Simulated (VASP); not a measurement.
Write the native input for VASP 6.6.1 that does the following.

```yaml
Task: single point
Functional: PBE
Potentials_or_basis: VASP PAW PBE potentials, release 64 (Nb_sv)
Cutoff: 520 eV
k_mesh: 12 × 11 × 13
Occupations: fermi-dirac, width 0.05 eV
Spin: no spin polarisation
Dipole_correction: no
Further_INCAR_settings: ALGO = Fast; EDIFF = 1e-07; NBANDS = 12
```

The structure of Nb lies in POSCAR:

```
Nb
1.0
   -1.4467180000      1.6009890000      1.6243040000
    1.5559770000     -1.9944540000      2.1324550000
    1.2645780000      1.7950500000     -2.0058860000
Nb
1
Direct
   -0.0022200000     -0.0054990000      0.0053610000
```

This cell differs from its parent crystal: the cell strained at random.

The input as run:

INCAR

```
SYSTEM = Nb
PREC = Accurate
ENCUT = 520
EDIFF = 1E-7
ISMEAR = -1
SIGMA = 0.05
LREAL = .False.
LASPH = .True.
NELM = 60
ALGO = Fast
ISIF = 2
LWAVE = .False.
LCHARG = .False.
GGA = PE
NBANDS = 12
```

KPOINTS

```
Automatic mesh
0
Gamma
  12 11 13
  0 0 0
```

Potentials or basis: VASP PAW PBE potentials, release 64 (Nb_sv).

Launch:

```console
$ cat potpaw_PBE.64/Nb_sv/POTCAR > POTCAR
$ mpirun -np 1 vasp_std > vasp.out
```

Results of the run:

```
Pressure               : 11.7 GPa
Band gap on the k mesh : zero (an odd number of electrons rules out a gap without spin polarisation)
```

Caveat: the cell differs from its parent crystal (the cell strained at random); the cell stands under pressure.

Wall time 8.2 min on 1 thread of Intel(R) Xeon(R) Platinum 8175M CPU @ 2.50GHz (Skylake/Cascade Lake) (shared host), peak memory 0.29 GiB.
